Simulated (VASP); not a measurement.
# PdI (rocksalt type) (Fm-3m) in VASP: a series of runs

Runs on PdI (rocksalt type). Level: LDA. Tasks: relaxation of cell and atoms, single point.

Program: VASP 6.6.1. These are calculated values, not measurements. Logs are shortened: lines on timing, memory, paths and dates and some standing lists are left out, and cuts for length are marked.

**1. The cell of the first run**

The structure is cubic, space group Fm-3m (No. 225). Conventional cell: a = 5.433 Å, b = 5.433 Å, c = 5.433 Å, α = 90.00°, β = 90.00°, γ = 90.00°. Pd (site symmetry m-3m) has 6 I at 2.72 Å within 3.6 Å. I (site symmetry m-3m) has 6 Pd at 2.72 Å within 3.6 Å.

**2. Relaxation of cell and atoms, LDA, target pressure 9.1 GPa, at which the enthalpy is minimised**

Contents of INCAR:

```
SYSTEM = PdI
ALGO = Normal
EDIFF = 1E-7
EDIFFG = -0.005
ENCUT = 600
IBRION = 2
ISIF = 3
ISMEAR = -1
LASPH = .TRUE.
LCHARG = .FALSE.
LREAL = .FALSE.
LWAVE = .FALSE.
NELM = 80
NSW = 32
PREC = Accurate
PSTRESS = 91.0
SIGMA = 0.1
```

Contents of KPOINTS:

```
k-points
0
G
  13 13 13
  0 0 0
```

Contents of POSCAR:

```
PdI
1.0
    0.0000000000      2.7162568232      2.7162568232
    2.7162568232      0.0000000000      2.7162568232
    2.7162568232      2.7162568232      0.0000000000
Pd I
1 1
Direct
    0.0000000000      0.0000000000      0.0000000000
    0.5000000000      0.5000000000      0.5000000000
```

Potentials or basis: VASP PAW LDA potentials, release 64 (Pd, I).

Started as:

```console
$ cat potpaw_LDA.64/Pd/POTCAR potpaw_LDA.64/I/POTCAR > POTCAR
$ mpirun -np 1 vasp_std > vasp.out
```

OUTCAR:

```text
SYSTEM = PdI
   EDIFF = 1E-7
   EDIFFG = -0.005
   ENCUT = 600
   IBRION = 2
   ISIF = 3
   ISMEAR = -1
   LASPH = .TRUE.
   LREAL = .FALSE.
   NELM = 80
   NSW = 32
   PREC = Accurate
   PSTRESS = 91.0

 ion  position               nearest neighbor table
   1  0.000  0.000  0.000-   2 2.72   2 2.72   2 2.72   2 2.72   2 2.72   2 2.72
   2  0.500  0.500  0.500-   1 2.72   1 2.72   1 2.72   1 2.72   1 2.72   1 2.72

  LATTYP: Found a face centered cubic cell.
 ALAT       =     5.4325136464

  Lattice vectors:

 A1 = (   0.0000000000,   2.7162568232,   2.7162568232)
 A2 = (   2.7162568232,   0.0000000000,   2.7162568232)
 A3 = (   2.7162568232,   2.7162568232,   0.0000000000)

Analysis of symmetry for initial positions (statically):
=====================================================================
 Subroutine PRICEL returns:
 Original cell was already a primitive cell.

 Routine SETGRP: Setting up the symmetry group for a
 face centered cubic supercell.

 Subroutine GETGRP returns: Found 48 space group operations
 (whereof 48 operations were pure point group operations)
 out of a pool of 48 trial point group operations.

The static configuration has the point symmetry O_h .

Analysis of symmetry for dynamics (positions and initial velocities):
=====================================================================
 Subroutine PRICEL returns:
 Original cell was already a primitive cell.

 Routine SETGRP: Setting up the symmetry group for a
 face centered cubic supercell.

 Subroutine GETGRP returns: Found 48 space group operations
 (whereof 48 operations were pure point group operations)
 out of a pool of 48 trial point group operations.

The dynamic configuration has the point symmetry O_h .

 Subroutine INISYM returns: Found 48 space group operations
 (whereof 48 operations are pure point group operations),
 and found     1 'primitive' translations

----------------------------------------------------------------------------------------

                                     Primitive cell

  volume of cell :      40.0814

  direct lattice vectors                    reciprocal lattice vectors
     0.000000000  2.716256823  2.716256823    -0.184076850  0.184076850  0.184076850
     2.716256823  0.000000000  2.716256823     0.184076850 -0.184076850  0.184076850
     2.716256823  2.716256823  0.000000000     0.184076850  0.184076850 -0.184076850

  length of vectors
     3.841367238  3.841367238  3.841367238     0.318830457  0.318830457  0.318830457

  position of ions in fractional coordinates (direct lattice)
     0.000000000  0.000000000  0.000000000
     0.500000000  0.500000000  0.500000000

  ion indices of the primitive-cell ions
   primitive index   ion index
                 1           1
                 2           2

----------------------------------------------------------------------------------------

 KPOINTS: k-points

Automatic generation of k-mesh.
 Grid dimensions read from file:
 generate k-points for:   13   13   13

 Generating k-lattice:

  Cartesian coordinates                     Fractional coordinates (reciprocal lattice)
    -0.014159758  0.014159758  0.014159758     0.076923077  0.000000000  0.000000000
     0.014159758 -0.014159758  0.014159758     0.000000000  0.076923077  0.000000000
     0.014159758  0.014159758 -0.014159758     0.000000000  0.000000000  0.076923077

  Length of vectors
     0.024525420  0.024525420  0.024525420

  Shift w.r.t. Gamma in fractional coordinates (k-lattice)
     0.000000000  0.000000000  0.000000000

 Subroutine IBZKPT returns following result:
 ===========================================

 Found     84 irreducible k-points:

 Following reciprocal coordinates:
            Coordinates               Weight
  0.000000  0.000000  0.000000      1.000000
  0.076923  0.000000  0.000000      8.000000
  0.153846  0.000000  0.000000      8.000000
  0.230769  0.000000  0.000000      8.000000
  0.307692  0.000000  0.000000      8.000000
  0.384615  0.000000  0.000000      8.000000
[... 16 lines left out ...]
  0.384615  0.153846  0.000000     24.000000
  0.461538  0.153846  0.000000     24.000000
 [... further k-points ...]
   k-points           NKPTS =     84   k-points in BZ     NKDIM =     84   number of bands    NBANDS=     12
   number of dos      NEDOS =    301   number of ions     NIONS =      2
   total plane-waves  NPLWV =  32768
   dimension x,y,z NGX =    32 NGY =   32 NGZ =   32
   dimension x,y,z NGXF=    64 NGYF=   64 NGZF=   64
   ions per type =               1   1
   NGX,Y,Z   is equivalent  to a cutoff of  13.85, 13.85, 13.85 a.u.
   NGXF,Y,Z  is equivalent  to a cutoff of  27.70, 27.70, 27.70 a.u.
 SYSTEM =  PdI
   PREC   = accura    normal or accurate (medium, high low for compatibility)
   ISTART =      0    job   : 0-new  1-cont  2-samecut
   ICHARG =      2    charge: 1-file 2-atom 10-const
   ISPIN  =      1    spin polarized calculation?
   LNONCOLLINEAR =      F non collinear calculations
   LSORBIT =      F    spin-orbit coupling
   LASPH  =      T    aspherical Exc in radial PAW
   ENCUT  =  600.0 eV  44.10 Ry    6.64 a.u.   7.67  7.67  7.67*2*pi/ulx,y,z
   NELM   =     80;   NELMIN=  2; NELMDL= -5     # of ELM steps
   EDIFF  = 0.1E-06   stopping-criterion for ELM
   LREAL  =      F    real-space projection
   EDIFFG = -.5E-02   stopping-criterion for IOM
   NSW    =     32    number of steps for IOM
   IBRION =      2    ionic relax: 0-MD 1-quasi-New 2-CG
   NFREE  =      1    steps in history (QN), initial steepest desc. (CG)
   ISIF   =      3    stress and relaxation
   ISYM   =      2    0-nonsym 1-usesym 2-fastsym
   POTIM  = 0.5000    time-step for ionic-motion
   TEBEG  =    0.0;   TEEND  =   0.0 temperature during run
   PSTRESS=   91.0 pullay stress
   NELECT =      17.0000    total number of electrons
   NUPDOWN=      -1.0000    fix difference up-down
   EMIN   =  10.00;   EMAX   =-10.00  energy-range for DOS
   EFERMI =   0.00;   METHOD = LEGACY
   ISMEAR =    -1;   SIGMA  =   0.10  broadening in eV -4-tet -1-fermi 0-gaus
   EFERMI_NEDOS =   21; number of points for ismear=-14 and -15
   IALGO  =     38    algorithm
   IMIX   =      4    mixing-type and parameters
     AMIX     =   0.40;   BMIX     =  1.00
     AMIX_MAG =   1.60;   BMIX_MAG =  1.00
  volume/ion in A,a.u.               =      20.04       135.24
  Fermi-wavevector in a.u.,A,eV,Ry     =   1.230015  2.324391 20.584747  1.512936
  Thomas-Fermi vector in A             =   2.364880
   LORBIT       =      0    0 simple, 1 ext, 2 COOP (PROOUT), +10 PAW based schemes
   GGA     = CA    functional components
   LHFCALC =     F    Hartree Fock is set to
   AEXX    =    0.0000 exact exchange contribution
   IVDW    =     0    specifies the selected vdW correction
   LEPSILON=     F    determine dielectric tensor
   LRPA    =     F    only Hartree local field effects (RPA)
 conjugate gradient relaxation of ions
 non-spin polarized calculation
  energy-cutoff  :      600.00
  volume of cell :       40.08
 maximum number of plane-waves:      1363
   NGX = 15   NGY = 15   NGZ = 15

--------------------------------------- Ionic step        1  -------------------------------------------

 number of electron      16.9999998 magnetization

 Free energy of the ion-electron system (eV)
  ---------------------------------------------------
  ext. energy  EPLUGINS =         0.00000000
  ---------------------------------------------------
  free energy    TOTEN  =        -8.56739580 eV

  energy without entropy =       -8.53573641  energy(sigma->0) =       -8.55156610

------------------------ aborting loop because EDIFF is reached ----------------------------------------

  FORCE on cell =-STRESS in cart. coord.  units (eV):
  Direction    XX          YY          ZZ          XY          YZ          ZX
  --------------------------------------------------------------------------------------
  -------------------------------------------------------------------------------------
  Total        2.3031683      2.3031683      2.3031683      0.0000000     -0.0000000     -0.0000000
  in kB       92.0648339     92.0648339     92.0648339      0.0000000     -0.0000000     -0.0000000
  external PRESSURE =       1.0648339 kB  Pullay stress =      91.0000000 kB
[... 61 lines left out ...]
  enthalpy is  TOTEN    =        -6.2908525119 eV   P V=        2.2809208273

--------------------------------------- Ionic step        3  -------------------------------------------

 number of electron      16.9999998 magnetization

 Free energy of the ion-electron system (eV)
  ---------------------------------------------------
  ext. energy  EPLUGINS =         0.00000000
  ---------------------------------------------------
  free energy    TOTEN  =        -8.56909645 eV

  energy without entropy =       -8.53740146  energy(sigma->0) =       -8.55324896

 E-fermi :  10.0717     XC(G=0): -11.7015

 val. band max:       10.0332419005   @ k =  -0.4615   0.1538   0.0000
 cond. band min:      10.1518024984   @ k =   0.3846   0.2308   0.0769
 fundamental gap:      0.1185605979
 Fermi energy:        10.0717051593

 k-point     1 :       0.0000    0.0000    0.0000
  band No.  band energies     occupation
      1      -5.6917      2.00000
      2       6.7069      2.00000
      3       6.7069      2.00000
      4       6.7574      2.00000
      5       6.7574      2.00000
      6       6.7574      2.00000
      7       7.7973      2.00000
      8       7.7973      2.00000
      9       7.7973      2.00000
     10      12.5232      0.00000
     11      17.9268      0.00000
     12      18.9426      0.00000
[... 331 lines left out ...]
 k-point    24 :       0.4615    0.1538    0.0000
  band No.  band energies     occupation
      1      -4.3784      2.00000
      2       2.7031      2.00000
      3       4.3611      2.00000
      4       4.6821      2.00000
      5       7.2098      2.00000
      6       7.5113      2.00000
      7       7.8900      2.00000
      8      10.0317      1.19741
      9      10.3201      0.15396
     10      13.7730      0.00000
     11      14.8922      0.00000
     12      16.7934      0.00000

 [... further k-points ...]
[... 5 lines left out ...]
  --------------------------------------------------------------------------------------
  -------------------------------------------------------------------------------------
  Total        2.2787783      2.2787783      2.2787783      0.0000000      0.0000000     -0.0000000
  in kB       91.0223069     91.0223069     91.0223069      0.0000000      0.0000000     -0.0000000
  external PRESSURE =       0.0223069 kB  Pullay stress =      91.0000000 kB
[... 17 lines left out ...]
  FREE ENERGIE OF THE ION-ELECTRON SYSTEM (eV)
  ---------------------------------------------------
  free  energy   TOTEN  =        -8.5690964531 eV

  energy  without entropy=       -8.5374014634  energy(sigma->0) =       -8.55324896

  enthalpy is  TOTEN    =        -6.2908765963 eV   P V=        2.2782198569

 reached required accuracy - stopping structural energy minimisation
```

Run time: 37 s. Hardware: 1 thread of AMD EPYC 9R45 (Zen 5), shared host; peak memory 0.17 GiB.

Results:

```yaml
Free_energy: -8.5691 eV
Relaxed_volume: 20.06 Å³/atom
Relaxed_cell: a = 3.842 Å, b = 3.842 Å, c = 3.842 Å, α = 60.00°, β = 60.00°, γ = 60.00°
Space_group_after_relaxing_to_0.05_Å: Fm-3m (No. 225)
Energy_change_on_relaxing_the_enthalpy_is_what_falls: -0.9 meV/atom
Ionic_steps: 3
Pressure_after_relaxing: 9.1 GPa
```

Step by step:
```csv
step,energy change (eV),largest force (eV/Å),pressure (GPa),volume (Å³)
1,0.0000,0.0000,9.21,40.08
2,-0.0044,0.0000,8.94,40.16
3,-0.0017,0.0000,9.10,40.11
```

Final structure:
```
Pd I
1.0
     0.00000    2.71693    2.71693
     2.71693    0.00000    2.71693
     2.71693    2.71693    0.00000
Pd I
1 1
Direct
  0.00000 0.00000 0.00000
  0.50000 0.50000 0.50000
```

Caveat: the cell is relaxed towards a set pressure, so the enthalpy falls and the energy may rise; spin-orbit coupling is left out, which moves the levels of the heavy elements; an odd number of electrons without spin polarisation forces a metal; a magnetic or distorted state may lie lower.

**3. Single point, LDA (volume scaled by 0.926, to set the pressure)**

Contents of INCAR:

```
ALGO = Normal
EDIFF = 1E-6
ENCUT = 520
GGA = CA
ISIF = 2
ISMEAR = -1
LASPH = True
LCHARG = False
LREAL = False
LWAVE = False
NBANDS = 16
NELM = 60
PREC = Accurate
SIGMA = 0.1
```

Contents of KPOINTS:

```
k-points
0
Gamma
  13 13 13
```

POSCAR is that of step 2.

Potentials or basis: VASP PAW LDA potentials, release 64 (Pd, I).

Started as:

```console
$ cat potpaw_LDA.64/Pd/POTCAR potpaw_LDA.64/I/POTCAR > POTCAR
$ mpirun -np 1 vasp_std > vasp.out
```

Run time: 20 s. Hardware: 1 thread of Intel Xeon 6975P-C (Granite Rapids), shared host; peak memory 0.18 GiB.

It converged, with:

```yaml
Free_energy: -8.5674 eV
Pressure: 9.2 GPa
```

Levels at points of the mesh, in eV from the Fermi level:
| k point | band 5 | band 6 | band 7 | band 8 | band 9 | band 10 | band 11 | band 12 | band 13 | band 14 |
| --- | --- | --- | --- | --- | --- | --- | --- | --- | --- | --- |
| (0.00, 0.00, 0.00) | -3.32 | -3.32 | -2.28 | -2.28 | -2.28 | 2.46 | 7.85 | 8.87 | 8.87 | 8.87 |

Caveat: the cell differs from its parent crystal (volume scaled by 0.926, to set the pressure); spin-orbit coupling is left out, which moves the levels of the heavy elements; an odd number of electrons without spin polarisation forces a metal; a magnetic or distorted state may lie lower.

**4. Single point, LDA**

Contents of INCAR:

```
  PREC = Accurate
  ENCUT = 520
  EDIFF = 1E-6
  ISMEAR = -1
  SIGMA = 0.1
  LREAL = F
  LASPH = T
  NELM = 100
  ALGO = Normal
  ISIF = 2
  LWAVE = F
  LCHARG = F
  NBANDS = 16
```

Contents of KPOINTS:

```
regular mesh
0
Gamma
  13 13 13
```

POSCAR is that of step 3.

Started as:

```console
$ cat potpaw_LDA.64/Pd/POTCAR potpaw_LDA.64/I/POTCAR > POTCAR
$ mpirun -np 1 vasp_std > vasp.out
```

Run time: 20 s. Hardware: 1 thread of Intel Xeon 6975P-C (Granite Rapids), shared host; peak memory 0.18 GiB.

Results (log left out):

```
Free energy : -8.5674 eV
Pressure    : 9.2 GPa
```

Levels at points of the mesh, in eV from the Fermi level:
```tsv
k point	band 6	band 7	band 8	band 9	band 10	band 11	band 12	band 13
(0.00, 0.00, 0.00)	-3.32	-2.28	-2.28	-2.28	2.46	7.85	8.87	8.87
```

Caveat: spin-orbit coupling is left out, which moves the levels of the heavy elements; an odd number of electrons without spin polarisation forces a metal; a magnetic or distorted state may lie lower.

**5. Single point, LDA**

Contents of INCAR:

```
SYSTEM = PdI
PREC = Accurate
ENCUT = 520
EDIFF = 1E-6
ISMEAR = -1
SIGMA = 0.1
LREAL = .False.
LASPH = .True.
NELM = 100
ALGO = Normal
ISIF = 2
LWAVE = .False.
LCHARG = .True.
GGA = CA
LELF = .True.
LVHAR = .True.
NBANDS = 16
```

Contents of KPOINTS:

```
Automatic mesh
0
Gamma
  13 13 13
  0 0 0
```

POSCAR is that of step 4.

Started as:

```console
$ cat potpaw_LDA.64/Pd/POTCAR potpaw_LDA.64/I/POTCAR > POTCAR
$ mpirun -np 1 vasp_std > vasp.out
```

Run time: 21 s. Hardware: 1 thread of Intel Xeon 6975P-C (Granite Rapids), shared host; peak memory 0.18 GiB.

Results (log left out):

- Free energy: -8.5674 eV
- Pressure: 9.2 GPa

Levels at points of the mesh, in eV from the Fermi level:
| k point | band 6 | band 7 | band 8 | band 9 | band 10 | band 11 | band 12 | band 13 |
| --- | --- | --- | --- | --- | --- | --- | --- | --- |
| (0.00, 0.00, 0.00) | -3.32 | -2.28 | -2.28 | -2.28 | 2.46 | 7.85 | 8.87 | 8.87 |

Caveat: spin-orbit coupling is left out, which moves the levels of the heavy elements; an odd number of electrons without spin polarisation forces a metal; a magnetic or distorted state may lie lower.

**6. Single point, LDA**

This run uses another cell than the first one, of 21.64 Å³/atom, 1.080 times its volume.

Contents of INCAR:

```
ALGO = Normal ; EDIFF = 1E-7
ENCUT = 520 ; GGA = CA
ISIF = 2 ; ISMEAR = -1
LASPH = True ; LCHARG = False
LREAL = False ; LWAVE = False
NBANDS = 16 ; NELM = 100
PREC = Accurate ; SIGMA = 0.1
```

Contents of KPOINTS:

```
k-points
0
Gamma
  13 13 13
```

Contents of POSCAR:

```
PdI
1.0
    0.0000000000      2.7867659878      2.7867659878
    2.7867659878      0.0000000000      2.7867659878
    2.7867659878      2.7867659878      0.0000000000
Pd I
1 1
Direct
    0.0000000000      0.0000000000      0.0000000000
    0.5000000000      0.5000000000      0.5000000000
```

Potentials or basis: VASP PAW LDA potentials, release 64 (Pd, I).

Started as:

```console
$ cat potpaw_LDA.64/Pd/POTCAR potpaw_LDA.64/I/POTCAR > POTCAR
$ mpirun -np 1 vasp_std > vasp.out
```

It took 22 s on 1 thread of Intel Xeon 6975P-C (Granite Rapids), shared host; peak memory 0.19 GiB.

It converged, with:

* Free energy: -8.6545 eV
* Pressure: 0.1 GPa

Levels at points of the mesh, in eV from the Fermi level:
```tsv
k point	band 7	band 8	band 9	band 10	band 11	band 12
(0.00, 0.00, 0.00)	-2.17	-2.17	-2.17	2.01	8.17	8.72
```

Caveat: spin-orbit coupling is left out, which moves the levels of the heavy elements; an odd number of electrons without spin polarisation forces a metal; a magnetic or distorted state may lie lower.

**7. The runs side by side**

```csv
task,cell,cutoff (eV),gap on the mesh (eV),pressure (GPa)
relaxation of cell and atoms,"relaxed to 9.1 GPa from a = 3.841 Å, angles 60.0°, 2 atoms",600,none,9.1
single point,"a = 3.841 Å, angles 60.0°, 2 atoms",520,none,9.2
single point,"a = 3.941 Å, angles 60.0°, 2 atoms",520,none,0.1
```

Alike in all rows: level LDA; potentials or basis VASP PAW LDA potentials, release 64 (Pd, I); no spin polarisation; k mesh 13 × 13 × 13; smearing fermi-dirac 0.1 eV.

Caveats: spin-orbit coupling is left out, which moves the levels of the heavy elements; an odd number of electrons without spin polarisation forces a metal; a magnetic or distorted state may lie lower; the cell is relaxed towards a set pressure, so the enthalpy falls and the energy may rise (some runs).

Absolute energies hang on the potentials; compare differences alone.
